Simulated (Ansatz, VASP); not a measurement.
## One calculation of WSe2, two programs

```
W Se
1.0
     3.27025    0.00000    0.00000
    -1.63513    2.83212    0.00000
     0.00000    0.00000   16.66122
W Se
1 2
Direct
  0.00000 0.00000 0.00000
  0.32012 0.64024 0.09642
  0.33333 0.66667 0.89960
```

Alike in both runs: task single point; functional PBEsol; k mesh 12 × 12 × 2; occupations gaussian, width 0.05 eV; no spin polarisation.

|  | VASP | Ansatz |
| --- | --- | --- |
| version | VASP 6.6.1 | Ansatz 0.2.0 |
| potentials or method | VASP PAW PBE potentials, release 64 (W_sv, Se), cutoff 520 eV | scalar-relativistic, plane waves, PAW |
| valence electrons in the cell | 26 | 46 |

|  | VASP | Ansatz | Ansatz less VASP |
| --- | --- | --- | --- |
| gap on the k mesh at the Fermi level (eV) | 1.61 | 1.62 | +0.004 |
| least direct gap on the mesh (eV) | 1.61 | 1.62 | +0.004 |
| rms of the force components (eV/Å) | 0.711 | 0.692 | -0.0190 |

VASP's potentials were made for PBE, not for PBEsol. Atom by atom the forces differ by 0.032 eV/Å (rms over components). VASP's potentials hold 26 valence electrons a cell and Ansatz's 46, so a difference there can come from the potentials and not from the codes.

Spin-orbit coupling is off throughout.
